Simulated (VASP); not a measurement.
# Pb in VASP: single point with PBE+D4

Aim: the single point of Pb with PBE+D4.

All numbers are computed with VASP 6.6.1; they aren't measurements. Logs are shortened: lines on timing, memory, paths and dates and some standing lists are left out, and cuts for length are marked.

## (1) The cell of the first run

The cell holds a slab with vacuum, 8 atoms: a = 3.524 Å, b = 3.524 Å, c = 35.117 Å, α = 90.00°, β = 90.00°, γ = 120.00°.

## (2) Single point, PBE+D4

File INCAR:

```
SYSTEM = Pb
PREC = Accurate ; ENCUT = 520
EDIFF = 1E-6 ; ISMEAR = -1
SIGMA = 0.05 ; LREAL = .FALSE.
LASPH = .TRUE. ; NELM = 100
ALGO = Normal ; ISIF = 2
LWAVE = .FALSE. ; LCHARG = .FALSE.
LDIPOL = .TRUE. ; IDIPOL = 3
DIPOL = 0.5 0.5 0.499 ; GGA = PE
IVDW = 13 ; NBANDS = 66
```

File KPOINTS:

```
Automatic mesh
0
G
  9 9 1
  0 0 0
```

File POSCAR:

```
Pb
1.0
    3.5243661424      0.0000000000      0.0000000000
   -1.7621830712      3.0521906115      0.0000000000
    0.0000000000      0.0000000000     35.1166731675
Pb
8
Direct
    0.3333333333      0.6666666667      0.2135737621
    0.0000000000      0.0000000000      0.2954098301
    0.6666666667      0.3333333333      0.3772458980
    0.0000000000      0.0000000000      0.4590819660
    0.3333333333      0.6666666667      0.5414066884
    0.0000000000      0.0000000000      0.6209295450
    0.6666666667      0.3333333333      0.7055937166
    0.0000000000      0.0000000000      0.7827438523
```

Potentials or basis: VASP PAW PBE potentials, release 64 (Pb_d).

Launch:

```bash
$ cat potpaw_PBE.64/Pb_d/POTCAR > POTCAR
$ mpirun -np 1 vasp_std > vasp.out
```

OUTCAR:

```text
SYSTEM = Pb
   PREC = Accurate
   ENCUT = 520
   EDIFF = 1E-6
   ISMEAR = -1
   LREAL = .FALSE.
   LASPH = .TRUE.
   NELM = 100
   ISIF = 2
   GGA = PE
   IVDW = 13

 ion  position               nearest neighbor table
   1  0.333  0.667  0.214-   2 3.52   2 3.52   2 3.52
   2  0.000  0.000  0.295-   3 3.52   3 3.52   3 3.52   1 3.52   1 3.52   1 3.52
   3  0.667  0.333  0.377-   2 3.52   2 3.52   2 3.52   4 3.52   4 3.52   4 3.52
   4  0.000  0.000  0.459-   3 3.52   3 3.52   3 3.52   5 3.54   5 3.54   5 3.54
   5  0.333  0.667  0.541-   6 3.46   6 3.46   6 3.46   4 3.54   4 3.54   4 3.54
   6  0.000  0.000  0.621-   5 3.46   5 3.46   5 3.46   7 3.60   7 3.60   7 3.60
   7  0.667  0.333  0.706-   8 3.39   8 3.39   8 3.39   6 3.60   6 3.60   6 3.60
   8  0.000  0.000  0.783-   7 3.39   7 3.39   7 3.39

  LATTYP: Found a hexagonal cell.
 ALAT       =     3.5243661424
 C/A-ratio  =     9.9639684836

  Lattice vectors:

 A1 = (   3.5243661424,   0.0000000000,   0.0000000000)
 A2 = (  -1.7621830712,   3.0521906115,   0.0000000000)
 A3 = (   0.0000000000,   0.0000000000,  35.1166731675)

Analysis of symmetry for initial positions (statically):
=====================================================================
 Subroutine PRICEL returns:
 Original cell was already a primitive cell.

 Routine SETGRP: Setting up the symmetry group for a
 hexagonal supercell.

 Subroutine GETGRP returns: Found  6 space group operations
 (whereof  6 operations were pure point group operations)
 out of a pool of 24 trial point group operations.

The static configuration has the point symmetry C_3v.

Analysis of symmetry for dynamics (positions and initial velocities):
=====================================================================
 Subroutine PRICEL returns:
 Original cell was already a primitive cell.

 Routine SETGRP: Setting up the symmetry group for a
 hexagonal supercell.

 Subroutine GETGRP returns: Found  6 space group operations
 (whereof  6 operations were pure point group operations)
 out of a pool of 24 trial point group operations.

The dynamic configuration has the point symmetry C_3v.

 Subroutine INISYM returns: Found  6 space group operations
 (whereof  6 operations are pure point group operations),
 and found     1 'primitive' translations

----------------------------------------------------------------------------------------

                                     Primitive cell

  volume of cell :     377.7514

  direct lattice vectors                    reciprocal lattice vectors
     3.524366142  0.000000000  0.000000000     0.283738965  0.163816768  0.000000000
    -1.762183071  3.052190611  0.000000000     0.000000000  0.327633535  0.000000000
     0.000000000  0.000000000 35.116673167     0.000000000  0.000000000  0.028476502

  length of vectors
     3.524366142  3.524366142 35.116673167     0.327633535  0.327633535  0.028476502

  position of ions in fractional coordinates (direct lattice)
     0.333333333  0.666666667  0.213573762
     0.000000000  0.000000000  0.295409830
     0.666666667  0.333333333  0.377245898
     0.000000000  0.000000000  0.459081966
     0.333333333  0.666666667  0.541406688
     0.000000000  0.000000000  0.620929545
     0.666666667  0.333333333  0.705593717
     0.000000000  0.000000000  0.782743852

  ion indices of the primitive-cell ions
   primitive index   ion index
                 1           1
                 2           2
                 3           3
                 4           4
                 5           5
                 6           6
                 7           7
                 8           8

----------------------------------------------------------------------------------------

 KPOINTS: Automatic mesh

Automatic generation of k-mesh.
 Grid dimensions read from file:
 generate k-points for:    9    9    1

 Generating k-lattice:

  Cartesian coordinates                     Fractional coordinates (reciprocal lattice)
     0.031526552  0.018201863  0.000000000     0.111111111  0.000000000  0.000000000
     0.000000000  0.036403726  0.000000000     0.000000000  0.111111111  0.000000000
     0.000000000  0.000000000  0.028476502     0.000000000  0.000000000  1.000000000

  Length of vectors
     0.036403726  0.036403726  0.028476502

  Shift w.r.t. Gamma in fractional coordinates (k-lattice)
     0.000000000  0.000000000  0.000000000

 Subroutine IBZKPT returns following result:
 ===========================================

 Found     12 irreducible k-points:

 Following reciprocal coordinates:
            Coordinates               Weight
  0.000000  0.000000  0.000000      1.000000
  0.111111  0.000000  0.000000      6.000000
  0.222222  0.000000  0.000000      6.000000
  0.333333  0.000000  0.000000      6.000000
  0.444444  0.000000  0.000000      6.000000
  0.111111  0.111111  0.000000      6.000000
  0.222222  0.111111  0.000000     12.000000
  0.333333  0.111111  0.000000     12.000000
  0.444444  0.111111  0.000000      6.000000
  0.222222  0.222222  0.000000      6.000000
  0.333333  0.222222  0.000000     12.000000
  0.333333  0.333333  0.000000      2.000000
   k-points           NKPTS =     12   k-points in BZ     NKDIM =     12   number of bands    NBANDS=     66
   number of dos      NEDOS =    301   number of ions     NIONS =      8
   total plane-waves  NPLWV = 211680
   dimension x,y,z NGX =    28 NGY =   28 NGZ =  270
   dimension x,y,z NGXF=    56 NGYF=   56 NGZF=  540
   ions per type =               8
   NGX,Y,Z   is equivalent  to a cutoff of  13.21, 13.21, 12.78 a.u.
   NGXF,Y,Z  is equivalent  to a cutoff of  26.42, 26.42, 25.56 a.u.
 SYSTEM =  Pb
   PREC   = accura    normal or accurate (medium, high low for compatibility)
   ISTART =      0    job   : 0-new  1-cont  2-samecut
   ICHARG =      2    charge: 1-file 2-atom 10-const
   ISPIN  =      1    spin polarized calculation?
   LNONCOLLINEAR =      F non collinear calculations
   LSORBIT =      F    spin-orbit coupling
   LASPH  =      T    aspherical Exc in radial PAW
   ENCUT  =  520.0 eV  38.22 Ry    6.18 a.u.   6.55  6.55 65.29*2*pi/ulx,y,z
   NELM   =    100;   NELMIN=  2; NELMDL= -5     # of ELM steps
   EDIFF  = 0.1E-05   stopping-criterion for ELM
   LREAL  =      F    real-space projection
[... 7 lines left out ...]
   TEBEG  =    0.0;   TEEND  =   0.0 temperature during run
   PSTRESS=    0.0 pullay stress
   NELECT =     112.0000    total number of electrons
   NUPDOWN=      -1.0000    fix difference up-down
   EMIN   =  10.00;   EMAX   =-10.00  energy-range for DOS
   EFERMI =   0.00;   METHOD = LEGACY
   ISMEAR =    -1;   SIGMA  =   0.05  broadening in eV -4-tet -1-fermi 0-gaus
   EFERMI_NEDOS =   21; number of points for ismear=-14 and -15
   IALGO  =     38    algorithm
   IMIX   =      4    mixing-type and parameters
     AMIX     =   0.40;   BMIX     =  1.00
     AMIX_MAG =   1.60;   BMIX_MAG =  1.00
  volume/ion in A,a.u.               =      47.22       318.65
  Fermi-wavevector in a.u.,A,eV,Ry     =   1.091638  2.062898 16.213716  1.191675
  Thomas-Fermi vector in A             =   2.227888
   LORBIT       =      0    0 simple, 1 ext, 2 COOP (PROOUT), +10 PAW based schemes
   GGA     = PE    functional components
   LHFCALC =     F    Hartree Fock is set to
   AEXX    =    0.0000 exact exchange contribution
   IVDW    =    13    specifies the selected vdW correction
   LEPSILON=     F    determine dielectric tensor
   LRPA    =     F    only Hartree local field effects (RPA)
 non-spin polarized calculation
  energy-cutoff  :      520.00
  volume of cell :      377.75
 maximum number of plane-waves:     10295
 NGX is ok and might be reduce to    28
   NGX = 13   NGY = 13   NGZ =131

 dipolmoment           0.000000      0.000000     -0.085430 electrons x Angstroem

 number of electron     112.0000011 magnetization

 dipolmoment           0.000000      0.000000      0.002506 electrons x Angstroem

 Free energy of the ion-electron system (eV)
  ---------------------------------------------------
  ext. energy  EPLUGINS =         0.00000000
  ---------------------------------------------------
  free energy    TOTEN  =       -28.14573282 eV

  energy without entropy =      -28.11959172  energy(sigma->0) =      -28.13266227

 E-fermi :   3.3220     XC(G=0):  -7.0256

 val. band max:        3.3158610200   @ k =   0.2222   0.1111   0.0000
 cond. band min:       3.3649699046   @ k =   0.3333   0.3333   0.0000
 fundamental gap:      0.0491088846
 Fermi energy:         3.3219874557

 k-point     1 :       0.0000    0.0000    0.0000
  band No.  band energies     occupation
      1     -13.8159      2.00000
      2     -13.8105      2.00000
      3     -13.7906      2.00000
      4     -13.7906      2.00000
      5     -13.7894      2.00000
      6     -13.7729      2.00000
[... 58 lines left out ...]
     65       9.1904      0.00000
     66       9.4453      0.00000

 k-point     2 :       0.1111    0.0000    0.0000
  band No.  band energies     occupation
      1     -13.8121      2.00000
      2     -13.8069      2.00000
      3     -13.7948      2.00000
      4     -13.7859      2.00000
      5     -13.7748      2.00000
      6     -13.7667      2.00000
[... 58 lines left out ...]
     65       8.4896      0.00000
     66       8.5268      0.00000

 k-point     3 :       0.2222    0.0000    0.0000
  band No.  band energies     occupation
      1     -13.8430      2.00000
      2     -13.8289      2.00000
      3     -13.8253      2.00000
      4     -13.7904      2.00000
      5     -13.7721      2.00000
      6     -13.7664      2.00000
[... 610 lines left out ...]
     65       4.8539      0.00000
     66       5.0542      0.00000

 k-point    12 :       0.3333    0.3333    0.0000
  band No.  band energies     occupation
      1     -13.8178      2.00000
      2     -13.8176      2.00000
      3     -13.7955      2.00000
      4     -13.7865      2.00000
      5     -13.7790      2.00000
      6     -13.7693      2.00000
[... 58 lines left out ...]
     65       4.6967      0.00000
     66       5.6390      0.00000

------------------------ aborting loop because EDIFF is reached ----------------------------------------

 vacuum level on the upper side and lower side of the slab       (xc-potential included)        -0.136        -0.190

  DFT-D4 for vdW energy calculation

  Edisp (eV):   -3.05594

  FORCE on cell =-STRESS in cart. coord.  units (eV):
  Direction    XX          YY          ZZ          XY          YZ          ZX
  --------------------------------------------------------------------------------------
  -------------------------------------------------------------------------------------
  Total      -2.02602    -2.02602    -0.77638     0.00000     0.00000    -0.00000
  in kB      -8.59308    -8.59308    -3.29290     0.00000     0.00000    -0.00000
  external pressure =       -6.83 kB  Pullay stress =        0.00 kB

 VOLUME and BASIS-vectors are now :
 -----------------------------------------------------------------------------
  energy-cutoff  :      520.00
  volume of cell :      377.75
      direct lattice vectors                 reciprocal lattice vectors
     3.524366142  0.000000000  0.000000000     0.283738965  0.163816768  0.000000000
    -1.762183071  3.052190611  0.000000000     0.000000000  0.327633535  0.000000000
     0.000000000  0.000000000 35.116673167     0.000000000  0.000000000  0.028476502

 POSITION                                       TOTAL-FORCE (eV/Angst)
 -----------------------------------------------------------------------------------
     -0.00000      2.03479      7.50000        -0.000000     -0.000000      0.252091
      0.00000      0.00000     10.37381         0.000000      0.000000     -0.287806
      1.76218      1.01740     13.24762         0.000000     -0.000000      0.067795
      0.00000      0.00000     16.12143         0.000000     -0.000000     -0.042796
     -0.00000      2.03479     19.01240        -0.000000      0.000000     -0.004157
      0.00000      0.00000     21.80498         0.000000     -0.000000      0.012550
      1.76218      1.01740     24.77810        -0.000000     -0.000000     -0.011730
      0.00000      0.00000     27.48736        -0.000000     -0.000000      0.014053
 -----------------------------------------------------------------------------------
    total drift:                                0.000000     -0.000000     -0.000045

  FREE ENERGIE OF THE ION-ELECTRON SYSTEM (eV)
  ---------------------------------------------------
  free  energy   TOTEN  =       -31.2016701967 eV

  energy  without entropy=      -31.1755290954  energy(sigma->0) =      -31.18859965

 vacuum level on the upper side and lower side of the slab         7.043         6.987
```

It took 34 min on 1 thread of AMD EPYC, shared host; peak memory 0.55 GiB.

Results:

| Quantity | Value |
| --- | --- |
| Free energy | -31.2017 eV |
| Largest force | 0.288 eV/Å |
| Band gap on the k mesh | zero (bands 56 and 57 overlap by 5.33 eV) |
| Dispersion energy per atom | -0.382 eV |

Forces on the atoms (eV/Å):
```
Pb   0.000  0.000  0.252
Pb   0.000  0.000 -0.288
Pb   0.000  0.000  0.068
Pb   0.000  0.000 -0.043
Pb   0.000  0.000 -0.004
Pb   0.000  0.000  0.013
Pb   0.000  0.000 -0.012
Pb   0.000  0.000  0.014
```

Levels at points of the mesh, in eV from the Fermi level:
| k point | band 52 | band 53 | band 54 | band 55 | band 56 | band 57 | band 58 | band 59 | band 60 | band 61 |
| --- | --- | --- | --- | --- | --- | --- | --- | --- | --- | --- |
| (0.00, 0.00, 0.00) | -0.58 | 0.97 | 2.34 | 3.24 | 3.98 | 4.20 | 5.47 | 5.47 | 5.51 | 5.63 |

Caveat: spin-orbit coupling is left out, which moves the levels of the heavy elements.

The gap in the log of VASP goes by the Fermi energy; the results here count the filled bands.